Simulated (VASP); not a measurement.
# Au: single point with LDA

Au:

```
CELL_PARAMETERS angstrom
2.54703 0.00000 0.00000
0.00000 2.54703 0.00000
0.00000 0.00000 2.54703
ATOMIC_POSITIONS crystal
Au 0.00000 0.00000 0.00000
```

This isn't the form of Au at room conditions, which is fcc.

```yaml
Program: VASP 6.6.1
Task: single point
Functional: LDA
Potentials_or_basis: VASP PAW LDA potentials, release 64 (Au)
Cutoff: 500 eV
k_mesh: 17 × 17 × 17
Occupations: fermi-dirac, width 0.05 eV
Spin: no spin polarisation
```

- Pressure: 30.7 GPa
- Band gap on the k mesh: zero (an odd number of electrons rules out a gap without spin polarisation)

Levels at points of the mesh, in eV from the Fermi level:
| k point | band 3 | band 4 | band 5 | band 6 | band 7 | band 8 | band 9 | band 10 |
| --- | --- | --- | --- | --- | --- | --- | --- | --- |
| (0.00, 0.00, 0.00) | -7.55 | -1.44 | -1.44 | -1.44 | 14.96 | 14.96 | 14.96 | 21.10 |

Wall time 29 s on 1 thread of Intel Xeon 8259CL, with other jobs on the host, peak memory 0.14 GiB.

Caveat: the cell stands under pressure; spin-orbit coupling is left out, which moves the levels of the heavy elements.
